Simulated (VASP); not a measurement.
Set up this calculation in VASP 6.6.1, as the native input.

| Item | Value |
| --- | --- |
| Task | single point |
| Functional | PBE |
| Potentials or basis | VASP PAW PBE potentials, release 64 (Ge_d, P) |
| Cutoff | 520 eV |
| k mesh | 6 × 6 × 2 |
| Occupations | gaussian, width 0.1 eV |
| Spin | no spin polarisation |
| Dipole correction | no |
| Further INCAR settings | ALGO = Normal; EDIFF = 1e-07; NBANDS = 28 |

The structure of GeP5 lies in POSCAR:

```
GeP5
1.0
    4.9071255314     -0.0000000034      0.0000000000
   -2.4535627628      4.2496953714      0.0000000000
    0.0000000000      0.0000000000      5.4844377127
Ge P
1 5
Direct
    0.0000000000      0.0000000000      0.0000000000
    0.5000000000      0.0000000000      0.0000000000
    0.0000000000      0.5000000000      0.0000000000
    0.5000000000      0.5000000000      0.0000000000
    0.3333333333      0.6666666667      0.5000000000
    0.6666666667      0.3333333333      0.5000000000
```

The cell was generated, and may not be a known phase.

These files were run (other wordings do the same):

INCAR

```
ALGO = Normal ; EDIFF = 1E-7
ENCUT = 520 ; GGA = PE
ISIF = 2 ; ISMEAR = 0
LASPH = True ; LCHARG = False
LREAL = False ; LWAVE = False
NBANDS = 28 ; NELM = 80
PREC = Accurate ; SIGMA = 0.1
```

KPOINTS

```
k-points
0
Gamma
  6 6 2
```

Potentials or basis: VASP PAW PBE potentials, release 64 (Ge_d, P).

Command:

```bash
$ cat potpaw_PBE.64/Ge_d/POTCAR potpaw_PBE.64/P/POTCAR > POTCAR
$ mpirun -np 1 vasp_std > vasp.out
```

It gave:

```json
{"Pressure": "0.0 GPa", "Band gap on the k mesh": "zero (an odd number of electrons rules out a gap without spin polarisation)"}
```

Caveat: the k points lie up to 0.57 Å⁻¹ apart, too coarse for converged energies and pressures of a metal; an odd number of electrons without spin polarisation forces a metal; a magnetic or distorted state may lie lower.

Wall time 20 s on 1 thread of AMD EPYC 9R45 96-Core Processor (Zen 5), with other jobs on the host, peak memory 0.19 GiB.
